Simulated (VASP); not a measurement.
C:

```
CELL_PARAMETERS angstrom
-1.19000 1.19000 1.19000
1.19000 -1.19000 1.19000
1.19000 1.19000 -1.19000
ATOMIC_POSITIONS crystal
C 0.00000 0.00000 0.00000
```

* Program: VASP 6.6.1
* Task: relaxation of cell and atoms
* Functional: LDA
* Potentials or basis: VASP PAW LDA potentials, release 64 (C)
* Cutoff: 600 eV
* k mesh: 25 × 25 × 25
* Occupations: gaussian, width 0.1 eV
* Spin: no spin polarisation

At the start: pressure -12.7 GPa; volume 6.74 Å³/atom.

Task: How do energy, volume and symmetry change on relaxing?

Result: Over 3 steps the energy falls by 18.1 meV/atom and the volume is 6.31 Å³/atom (-6.4 %); space group Im-3m (No. 229, to 0.1 Å) before and after.

The path:
```
step  energy change (eV)  largest force (eV/Å)  pressure (GPa)  volume (Å³)
   1              0.0000                0.0000          -12.66         6.74
   2             -0.0175                0.0000            2.71         6.23
   3             -0.0181                0.0000            0.02         6.31
```

Final structure:
```yaml
crystal:
  lattice:
    - [-1.16398, 1.16398, 1.16398]
    - [1.16398, -1.16398, 1.16398]
    - [1.16398, 1.16398, -1.16398]
  atoms:
    - { symbol: C, position: [0.00000, 0.00000, 0.00000] }
```
